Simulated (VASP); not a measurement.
# GaN in VASP: single point with PBE+D3(BJ)

Aim: the single point of GaN with PBE+D3(BJ).

Program: VASP 6.6.1. These are calculated values, not measurements. Logs are shortened: lines on timing, memory, paths and dates and some standing lists are left out, and cuts for length are marked.

### 1 The cell of the first run

The cell holds a slab with vacuum, 32 atoms: a = 6.393 Å, b = 6.393 Å, c = 24.455 Å, α = 90.00°, β = 90.00°, γ = 120.00°.

### 2 Single point, PBE+D3(BJ)

Input file INCAR:

```
PREC = Accurate
ENCUT = 520
EDIFF = 1E-6
ISMEAR = 0
SIGMA = 0.05
LREAL = Auto
LASPH = True
NELM = 60
ALGO = Fast
ISIF = 2
LWAVE = False
LCHARG = False
LDIPOL = True
IDIPOL = 3
DIPOL = 0.5 0.5 0.501
GGA = PE
IVDW = 12
NBANDS = 166
```

Input file KPOINTS:

```
Automatic mesh
0
Gamma
  3 3 1
```

Input file POSCAR:

```
GaN
1.0
    6.3931260411      0.0000000000      0.0000000000
   -3.1965630206      5.5366095612      0.0000000000
    0.0000000000      0.0000000000     24.4554792754
N Ga
16 16
Direct
    0.1666666667      0.3333333333      0.3271250549
    0.1666666667      0.8333333333      0.3271250549
    0.6666666667      0.3333333333      0.3271250549
    0.6666666667      0.8333333333      0.3271250549
    0.3333333333      0.1666666667      0.4336159351
    0.3333333333      0.6666666667      0.4336159351
    0.8333333333      0.1666666667      0.4336159351
    0.8333333333      0.6666666667      0.4336159351
    0.1666666667      0.3333333333      0.5428618843
    0.1666666667      0.8333333333      0.5428618843
    0.6666666667      0.3333333333      0.5428618843
    0.6666666667      0.8333333333      0.5428618843
    0.3333333333      0.1666666667      0.6500957306
    0.3333333333      0.6666666667      0.6500957306
    0.8333333333      0.1666666667      0.6500957306
    0.8333333333      0.6666666667      0.6500957306
    0.3333333333      0.1666666667      0.3534023044
    0.3333333333      0.6666666667      0.3534023044
    0.8333333333      0.1666666667      0.3534023044
    0.8333333333      0.6666666667      0.3534023044
    0.1666666667      0.3333333333      0.4598931846
    0.1666666667      0.8333333333      0.4598931846
    0.6666666667      0.3333333333      0.4598931846
    0.6666666667      0.8333333333      0.4598931846
    0.3333333333      0.1666666667      0.5657369456
    0.3333333333      0.6666666667      0.5657369456
    0.8333333333      0.1666666667      0.5657369456
    0.8333333333      0.6666666667      0.5657369456
    0.1666666667      0.3333333333      0.6739104837
    0.1666666667      0.8333333333      0.6739104837
    0.6666666667      0.3333333333      0.6739104837
    0.6666666667      0.8333333333      0.6739104837
```

Potentials or basis: VASP PAW PBE potentials, release 64 (N, Ga_d).

Launch:

```bash
> cat potpaw_PBE.64/N/POTCAR potpaw_PBE.64/Ga_d/POTCAR > POTCAR
> mpirun -np 1 vasp_std > vasp.out
```

OUTCAR:

```text
PREC = Accurate
   ENCUT = 520
   EDIFF = 1E-6
   ISMEAR = 0
   LREAL = Auto
   LASPH = True
   NELM = 60
   ISIF = 2
   GGA = PE
   IVDW = 12
 IVDW          = 12

 ion  position               nearest neighbor table
   1  0.167  0.333  0.327-  17 1.95  19 1.95  18 1.95
   2  0.167  0.833  0.327-  18 1.95  20 1.95  17 1.95
   3  0.667  0.333  0.327-  19 1.95  17 1.95  20 1.95
   4  0.667  0.833  0.327-  20 1.95  18 1.95  19 1.95
   5  0.333  0.167  0.434-  21 1.95  23 1.95  22 1.95  17 1.96
   6  0.333  0.667  0.434-  22 1.95  24 1.95  21 1.95  18 1.96
   7  0.833  0.167  0.434-  23 1.95  21 1.95  24 1.95  19 1.96
   8  0.833  0.667  0.434-  24 1.95  22 1.95  23 1.95  20 1.96
   9  0.167  0.333  0.543-  25 1.93  27 1.93  26 1.93  21 2.03
  10  0.167  0.833  0.543-  26 1.93  28 1.93  25 1.93  22 2.03
[... 16 lines left out ...]
  27  0.833  0.167  0.566-  11 1.93   9 1.93  12 1.93  15 2.06
  28  0.833  0.667  0.566-  12 1.93  10 1.93  11 1.93  16 2.06
  29  0.167  0.333  0.674-  13 1.94  15 1.94  14 1.94
  30  0.167  0.833  0.674-  14 1.94  16 1.94  13 1.94
  31  0.667  0.333  0.674-  15 1.94  13 1.94  16 1.94
  32  0.667  0.833  0.674-  16 1.94  14 1.94  15 1.94

  LATTYP: Found a hexagonal cell.
 ALAT       =     6.3931260411
 C/A-ratio  =     3.8252771990

  Lattice vectors:

 A1 = (   6.3931260411,   0.0000000000,   0.0000000000)
 A2 = (  -3.1965630206,   5.5366095612,   0.0000000000)
 A3 = (   0.0000000000,   0.0000000000,  24.4554792754)

Analysis of symmetry for initial positions (statically):
=====================================================================
 Subroutine PRICEL returns following result:

  LATTYP: Found a hexagonal cell.
 ALAT       =     3.1965630206
 C/A-ratio  =     7.6505543980

  Lattice vectors:

 A1 = (   3.1965630206,   0.0000000000,   0.0000000000)
 A2 = (  -1.5982815103,   2.7683047806,   0.0000000000)
 A3 = (   0.0000000000,   0.0000000000,  24.4554792754)

   4 primitive cells build up your supercell.

 Routine SETGRP: Setting up the symmetry group for a
 hexagonal supercell.

 Subroutine GETGRP returns: Found  6 space group operations
 (whereof  6 operations were pure point group operations)
 out of a pool of 24 trial point group operations.

The static configuration has the point symmetry C_3v.

Analysis of symmetry for dynamics (positions and initial velocities):
=====================================================================
 Subroutine PRICEL returns following result:

  LATTYP: Found a hexagonal cell.
 ALAT       =     3.1965630206
 C/A-ratio  =     7.6505543980

  Lattice vectors:

 A1 = (   3.1965630206,   0.0000000000,   0.0000000000)
 A2 = (  -1.5982815103,   2.7683047806,   0.0000000000)
 A3 = (   0.0000000000,   0.0000000000,  24.4554792754)

   4 primitive cells build up your supercell.

 Routine SETGRP: Setting up the symmetry group for a
 hexagonal supercell.

 Subroutine GETGRP returns: Found  6 space group operations
 (whereof  6 operations were pure point group operations)
 out of a pool of 24 trial point group operations.

The dynamic configuration has the point symmetry C_3v.

 Subroutine INISYM returns: Found  6 space group operations
 (whereof  6 operations are pure point group operations),
 and found     4 'primitive' translations

----------------------------------------------------------------------------------------

                                     Primitive cell

  volume of cell :     216.4080

  direct lattice vectors                    reciprocal lattice vectors
     3.196563021  0.000000000  0.000000000     0.312836003  0.180615951  0.000000000
    -1.598281510  2.768304781  0.000000000     0.000000000  0.361231902  0.000000000
     0.000000000  0.000000000 24.455479275     0.000000000  0.000000000  0.040890632

  length of vectors
     3.196563021  3.196563021 24.455479275     0.361231902  0.361231902  0.040890632

  position of ions in fractional coordinates (direct lattice)
     0.333333333  0.666666667  0.327125055
     0.666666667  0.333333333  0.433615935
     0.333333333  0.666666667  0.542861884
     0.666666667  0.333333333  0.650095731
     0.666666667  0.333333333  0.353402304
     0.333333333  0.666666667  0.459893185
     0.666666667  0.333333333  0.565736946
     0.333333333  0.666666667  0.673910484

  ion indices of the primitive-cell ions
   primitive index   ion index
                 1           1
                 2           5
                 3           9
                 4          13
                 5          17
                 6          21
                 7          25
                 8          29

----------------------------------------------------------------------------------------

 KPOINTS: Automatic mesh

Automatic generation of k-mesh.
 Grid dimensions read from file:
 generate k-points for:    3    3    1

 Generating k-lattice:

  Cartesian coordinates                     Fractional coordinates (reciprocal lattice)
     0.052139334  0.030102658  0.000000000     0.333333333  0.000000000  0.000000000
     0.000000000  0.060205317  0.000000000     0.000000000  0.333333333  0.000000000
     0.000000000  0.000000000  0.040890632     0.000000000  0.000000000  1.000000000

  Length of vectors
     0.060205317  0.060205317  0.040890632

  Shift w.r.t. Gamma in fractional coordinates (k-lattice)
     0.000000000  0.000000000  0.000000000

 Subroutine IBZKPT returns following result:
 ===========================================

 Found      3 irreducible k-points:

 Following reciprocal coordinates:
            Coordinates               Weight
  0.000000  0.000000  0.000000      1.000000
  0.333333  0.000000  0.000000      6.000000
  0.333333  0.333333  0.000000      2.000000
   k-points           NKPTS =      3   k-points in BZ     NKDIM =      3   number of bands    NBANDS=    166
   number of dos      NEDOS =    301   number of ions     NIONS =     32
   total plane-waves  NPLWV = 442368
   dimension x,y,z NGX =    48 NGY =   48 NGZ =  192
   dimension x,y,z NGXF=    96 NGYF=   96 NGZF=  384
   ions per type =              16  16
   NGX,Y,Z   is equivalent  to a cutoff of  12.48, 12.48, 13.05 a.u.
   NGXF,Y,Z  is equivalent  to a cutoff of  24.96, 24.96, 26.10 a.u.
 SYSTEM =  unknown system
   PREC   = accura    normal or accurate (medium, high low for compatibility)
   ISTART =      0    job   : 0-new  1-cont  2-samecut
   ICHARG =      2    charge: 1-file 2-atom 10-const
   ISPIN  =      1    spin polarized calculation?
   LNONCOLLINEAR =      F non collinear calculations
   LSORBIT =      F    spin-orbit coupling
   LASPH  =      T    aspherical Exc in radial PAW
   ENCUT  =  520.0 eV  38.22 Ry    6.18 a.u.  11.89 11.89 45.47*2*pi/ulx,y,z
   NELM   =     60;   NELMIN=  2; NELMDL= -5     # of ELM steps
   EDIFF  = 0.1E-05   stopping-criterion for ELM
   LREAL  =      T    real-space projection
   EDIFFG = 0.1E-04   stopping-criterion for IOM
   NSW    =      0    number of steps for IOM
   IBRION =     -1    ionic relax: 0-MD 1-quasi-New 2-CG
   NFREE  =      0    steps in history (QN), initial steepest desc. (CG)
   ISIF   =      2    stress and relaxation
   ISYM   =      2    0-nonsym 1-usesym 2-fastsym
   POTIM  = 0.5000    time-step for ionic-motion
   TEBEG  =    0.0;   TEEND  =   0.0 temperature during run
   PSTRESS=    0.0 pullay stress
   NELECT =     288.0000    total number of electrons
   NUPDOWN=      -1.0000    fix difference up-down
   EMIN   =  10.00;   EMAX   =-10.00  energy-range for DOS
   EFERMI =   0.00;   METHOD = LEGACY
   ISMEAR =     0;   SIGMA  =   0.05  broadening in eV -4-tet -1-fermi 0-gaus
   EFERMI_NEDOS =   21; number of points for ismear=-14 and -15
   IALGO  =     68    algorithm
   IMIX   =      4    mixing-type and parameters
     AMIX     =   0.40;   BMIX     =  1.00
     AMIX_MAG =   1.60;   BMIX_MAG =  1.00
  volume/ion in A,a.u.               =      27.05       182.55
  Fermi-wavevector in a.u.,A,eV,Ry     =   1.134387  2.143680 17.508435  1.286834
  Thomas-Fermi vector in A             =   2.271091
   LORBIT       =      0    0 simple, 1 ext, 2 COOP (PROOUT), +10 PAW based schemes
   GGA     = PE    functional components
   LHFCALC =     F    Hartree Fock is set to
   AEXX    =    0.0000 exact exchange contribution
   IVDW    =    12    specifies the selected vdW correction
   LEPSILON=     F    determine dielectric tensor
   LRPA    =     F    only Hartree local field effects (RPA)
 non-spin polarized calculation
 RMM-DIIS sequential band-by-band and
 Gauss-broadening in eV      SIGMA  =   0.05
  energy-cutoff  :      520.00
  volume of cell :      865.63
 maximum number of plane-waves:     23346
 NGX is ok and might be reduce to    48
   NGX = 23   NGY = 23   NGZ = 91

 dipolmoment           0.000000      0.000000      0.297210 electrons x Angstroem

 number of electron     287.9999872 magnetization

 dipolmoment           0.000000      0.000000     -0.747602 electrons x Angstroem

 Free energy of the ion-electron system (eV)
  ---------------------------------------------------
  ext. energy  EPLUGINS =         0.00000000
  ---------------------------------------------------
  free energy    TOTEN  =      -181.25404848 eV

  energy without entropy =     -181.18457353  energy(sigma->0) =     -181.21931101

 E-fermi :  -0.5855     XC(G=0):  -5.6938

 val. band max:       -0.6149120399   @ k =   0.3333   0.0000   0.0000
 cond. band min:      -0.5849862310   @ k =   0.3333   0.0000   0.0000
 fundamental gap:      0.0299258089
 Fermi energy:        -0.5855137578

 k-point     1 :       0.0000    0.0000    0.0000
  band No.  band energies     occupation
      1     -18.2814      2.00000
      2     -17.7673      2.00000
      3     -17.7673      2.00000
      4     -17.7673      2.00000
      5     -17.6855      2.00000
      6     -17.2133      2.00000
[... 148 lines left out ...]
    155       2.7725      0.00000
    156       2.7725      0.00000

 k-point     2 :       0.3333    0.0000    0.0000
  band No.  band energies     occupation
      1     -18.1016      2.00000
      2     -17.8417      2.00000
      3     -17.7596      2.00000
      4     -17.7596      2.00000
      5     -17.5377      2.00000
      6     -17.2959      2.00000
[... 148 lines left out ...]
    155       3.4905      0.00000
    156       3.7467      0.00000

 k-point     3 :       0.3333    0.3333    0.0000
  band No.  band energies     occupation
      1     -17.8906      2.00000
      2     -17.8906      2.00000
      3     -17.8906      2.00000
      4     -17.7248      2.00000
      5     -17.3461      2.00000
      6     -17.3461      2.00000
[... 148 lines left out ...]
    155       4.0354      0.00000
    156       4.0759      0.00000
 [bands above 156 left out]

------------------------ aborting loop because EDIFF is reached ----------------------------------------

 vacuum level on the upper side and lower side of the slab       (xc-potential included)        -2.017         1.752

 Edisp (eV)   -6.36855

 E8    (eV) :    -2.6492

  FORCE on cell =-STRESS in cart. coord.  units (eV):
  Direction    XX          YY          ZZ          XY          YZ          ZX
  --------------------------------------------------------------------------------------
  -------------------------------------------------------------------------------------
  Total      -0.25773    -0.25773     1.02255     0.00000     0.00000    -0.00000
  in kB      -0.47703    -0.47703     1.89261     0.00000     0.00000    -0.00000
  external pressure =        0.31 kB  Pullay stress =        0.00 kB

 VOLUME and BASIS-vectors are now :
 -----------------------------------------------------------------------------
  energy-cutoff  :      520.00
  volume of cell :      865.63
      direct lattice vectors                 reciprocal lattice vectors
     6.393126041  0.000000000  0.000000000     0.156418002  0.090307975  0.000000000
    -3.196563021  5.536609561  0.000000000     0.000000000  0.180615951  0.000000000
     0.000000000  0.000000000 24.455479275     0.000000000  0.000000000  0.040890632

 POSITION                                       TOTAL-FORCE (eV/Angst)
 -----------------------------------------------------------------------------------
      0.00000      1.84554      8.00000         0.000000     -0.000000      1.309079
     -1.59828      4.61384      8.00000         0.000000     -0.000000      1.309079
      3.19656      1.84554      8.00000         0.000000     -0.000000      1.309079
      1.59828      4.61384      8.00000         0.000000     -0.000000      1.309079
      1.59828      0.92277     10.60429        -0.000000     -0.000000      1.624186
     -0.00000      3.69107     10.60429        -0.000000     -0.000000      1.624186
[... 24 lines left out ...]
      3.19656      1.84554     16.48080        -0.000000     -0.000000      0.003670
      1.59828      4.61384     16.48080        -0.000000      0.000000      0.003670
 -----------------------------------------------------------------------------------
    total drift:                               -0.000002     -0.000008      0.022276

  FREE ENERGIE OF THE ION-ELECTRON SYSTEM (eV)
  ---------------------------------------------------
  free  energy   TOTEN  =      -187.6226000030 eV

  energy  without entropy=     -187.5531250567  energy(sigma->0) =     -187.58786253

 vacuum level on the upper side and lower side of the slab         3.107         6.952
```

It took 38 min on 1 thread of Oxide Virtual Turin-like, shared host; peak memory 1 GiB.

Results:

```
Free energy                : -187.6226 eV
Largest force              : 2.139 eV/Å
Band gap on the k mesh     : zero (bands 144 and 145 overlap by 0.30 eV)
Dispersion energy per atom : -0.199 eV
```

Forces in eV/Å, atoms in the order of the input:
```
N    0.000  0.000  1.309
N    0.000  0.000  1.309
N    0.000  0.000  1.309
N    0.000  0.000  1.309
N    0.000  0.000  1.624
N    0.000  0.000  1.624
N    0.000  0.000  1.624
N    0.000  0.000  1.624
N    0.000  0.000 -0.009
N    0.000  0.000 -0.009
N    0.000  0.000 -0.009
N    0.000  0.000 -0.009
N    0.000  0.000  0.005
N    0.000  0.000  0.005
N    0.000  0.000  0.005
N    0.000  0.000  0.005
Ga   0.000  0.000 -2.139
Ga   0.000  0.000 -2.139
Ga   0.000  0.000 -2.139
Ga   0.000  0.000 -2.139
Ga   0.000  0.000 -0.794
Ga   0.000  0.000 -0.794
Ga   0.000  0.000 -0.794
Ga   0.000  0.000 -0.794
Ga   0.000  0.000  0.000
Ga   0.000  0.000  0.000
Ga   0.000  0.000  0.000
Ga   0.000  0.000  0.000
Ga   0.000  0.000  0.004
Ga   0.000  0.000  0.004
Ga   0.000  0.000  0.004
Ga   0.000  0.000  0.004
```

Caveat: the k points lie up to 0.38 Å⁻¹ apart.

The gap in the log of VASP goes by the Fermi energy; the results here count the filled bands.